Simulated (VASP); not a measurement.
Input of a VASP 6.6.1 run:

File INCAR:

```
  PREC = Accurate
  ENCUT = 520
  EDIFF = 1E-6
  ISMEAR = -1
  SIGMA = 0.03
  LREAL = F
  LASPH = T
  NELM = 60
  ALGO = Normal
  ISIF = 2
  LWAVE = F
  LCHARG = F
  GGA = CA
  NBANDS = 15
```

KPOINTS

```
regular mesh
0
Gamma
  7 7 7
```

File POSCAR:

```
KCl
1.0
    0.0000000000      3.1561000000      3.2507830000
    3.1561000000      0.0000000000      3.2507830000
    3.1561000000      3.1561000000      0.0000000000
K Cl
1 1
Direct
    0.0000000000      0.0000000000      0.0000000000
    0.5000000000      0.5000000000      0.5000000000
```

Potentials or basis: VASP PAW LDA potentials, release 64 (K_sv, Cl).

Run with:

```sh
$ cat potpaw_LDA.64/K_sv/POTCAR potpaw_LDA.64/Cl/POTCAR > POTCAR
$ mpirun -np 1 vasp_std > vasp.out
```

**Question.** Estimate the pressure.

**Answer.** -2.4 GPa.

**Question.** What does it give for the band gap on the k mesh?

**Answer.** 4.62 eV.

Stress tensor (GPa, compression positive):
```
-2.17  0.00  0.00
 0.00 -2.17  0.00
 0.00  0.00 -2.78
```

Caveat: the cell differs from its parent crystal (zz strain of +3 %); an odd mesh through Γ misses points on the zone boundary, where band edges can lie.
